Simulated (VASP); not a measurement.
LaB: relaxation of cell and atoms with PBE

Crystal: LaB.

```
La B
1.0
     0.00000    3.37224    3.37224
     3.37224    0.00000    3.37224
     3.37224    3.37224    0.00000
La B
2 2
Cartesian
  3.3722 3.3722 3.3722
  5.0584 5.0584 5.0584
  0.0000 0.0000 0.0000
  1.6861 1.6861 1.6861
```

The cell was generated, and may not be a known phase.

```
Program                : VASP 6.6.1
Task                   : relaxation of cell and atoms
Functional             : PBE
Potentials or basis    : VASP PAW PBE potentials, release 64 (La, B)
Cutoff                 : 600 eV
k mesh                 : 12 × 12 × 12
Occupations            : gaussian, width 0.1 eV
Spin                   : no spin polarisation
Dipole correction      : no
Further INCAR settings : ALGO = Normal; EDIFF = 1e-07; IBRION = 2; EDIFFG = -0.01; NSW = 100; ISIF = 3
```

```
Relaxed volume                        : 19.29 Å³/atom
Relaxed cell                          : a = 4.779 Å, b = 4.779 Å, c = 4.779 Å, α = 60.00°, β = 60.00°, γ = 60.00°
Space group after relaxing (to 0.1 Å) : Fd-3m (No. 227)
Energy gained by relaxing             : 0.1 meV/atom
Ionic steps                           : 2
Pressure after relaxing               : -0.1 GPa
Band gap on the k mesh                : zero (bands 14 and 15 overlap by 1.35 eV)
```

The path:
```csv
step,energy change (eV),largest force (eV/Å),pressure (GPa),volume (Å³)
1,0.0000,0.0000,0.34,76.70
2,-0.0004,0.0000,-0.07,77.16
```

Final structure:
```xyz
4
Lattice="0.0000 3.3790 3.3790 3.3790 0.0000 3.3790 3.3790 3.3790 0.0000" Properties=species:S:1:pos:R:3 pbc="T T T"
La    3.3790    3.3790    3.3790
La    5.0684    5.0684    5.0684
B     6.7579    6.7579    6.7579
B     1.6895    1.6895    1.6895
```

Levels at points of the mesh, in eV from the Fermi level:
| k point | band 10 | band 11 | band 12 | band 13 | band 14 | band 15 | band 16 | band 17 | band 18 |
| --- | --- | --- | --- | --- | --- | --- | --- | --- | --- |
| (0.00, 0.00, 0.00) | -2.60 | -1.92 | -1.92 | -1.92 | -0.87 | -0.87 | 0.60 | 0.60 | 0.60 |
| (0.50, 0.00, 0.00) | -5.26 | -2.67 | -2.67 | -0.78 | -0.78 | -0.42 | 1.06 | 1.99 | 2.05 |
| (0.50, 0.50, 0.00) | -5.98 | -1.83 | -1.83 | 0.27 | 0.27 | 0.86 | 0.86 | 1.40 | 1.43 |

It took 4.7 min on 1 thread of Intel(R) Xeon(R) Platinum 8259CL CPU @ 2.50GHz (Skylake/Cascade Lake) (shared host), peak memory 0.34 GiB.

Caveat: spin-orbit coupling is left out, which moves the levels of the heavy elements.
